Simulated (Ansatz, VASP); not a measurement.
## CdSe: VASP beside Ansatz

File INCAR:

```
PREC     = Accurate       # precision mode
ENCUT    = 600            # plane-wave cutoff, eV
EDIFF    = 1E-6           # SCF threshold, eV
ISMEAR   = -1             # smearing method
SIGMA    = 0.05           # smearing width, eV
LREAL    = False          # projectors in reciprocal space
LASPH    = True           # aspherical terms in the spheres
NELM     = 100            # most SCF steps
ALGO     = Normal         # electronic algorithm
ISIF     = 3              # what is computed and relaxed
LWAVE    = False          # write WAVECAR
LCHARG   = False          # write CHGCAR
GGA      = PE             # functional
ALDAC    = 0.0          
AGGAC    = 0.0          
IBRION   = 2              # ionic algorithm
NSW      = 60             # ionic steps
EDIFFG   = -0.01          # ionic threshold
```

KPOINTS

```
regular mesh
0
Gamma
  8 8 8
```

The input POSCAR:

```
CdSe
1.0
    0.0000000000      3.0702711986      3.0702711986
    3.0702711986      0.0000000000      3.0702711986
    3.0702711986      3.0702711986      0.0000000000
Cd Se
1 1
Direct
    0.0000000000      0.0000000000      0.0000000000
    0.2500000000      0.2500000000      0.2500000000
```

The input input.yaml:

```yaml
crystal:
  lattice:
    - [0.0, 3.0702711986, 3.0702711986]
    - [3.0702711986, 0.0, 3.0702711986]
    - [3.0702711986, 3.0702711986, 0.0]
  atoms:
    - { symbol: Cd, position: [0.0, 0.0, 0.0] }
    - { symbol: Se, position: [0.25, 0.25, 0.25] }
hamiltonian:
  xc: { exchange: pbe, correlation: none }
  pseudopotentials: { kind: paw }
kpoints:
  mp_grid: { grid: [8, 8, 8] }
scf:
  occupations: { method: fermi_dirac, width: 0.05 }
output:
  forces: true
  stress: true
relax:
  f_tol: 0.01
  max_steps: 40
  cell: { stress_tol: 0.05 }
```

Alike in both runs: task relaxation of cell and atoms; functional PBE exchange alone; k mesh 8 × 8 × 8; occupations fermi-dirac, width 0.05 eV; no spin polarisation.

```csv
,VASP,Ansatz
version,VASP 6.6.1,Ansatz 0.2.0
potentials or method,"VASP PAW PBE potentials, release 64 (Cd, Se)",Ansatz PAW
plane-wave cutoff (eV),600,420
valence electrons in the cell,18,36
```

```csv
,VASP,Ansatz,Ansatz less VASP
relaxed volume (Å³/atom),35.49,35.25,-0.232
relaxed length of the cell vector where the two differ most in proportion (Å),4.647,4.637,-0.0102
```

VASP's potentials were made for PBE, not for PBE exchange alone. VASP's potentials hold 18 valence electrons a cell and Ansatz's 36, so a difference there can come from the potentials and not from the codes.

Noted on VASP's run: the volume moved by over 15 % at a fixed basis, so the end points are rough. Noted on Ansatz's run: the volume moved by over 15 % at a fixed basis, so the end points are rough; the plane-wave basis is chosen anew once the cell has moved, so the energies of steps on either side of that aren't comparable.
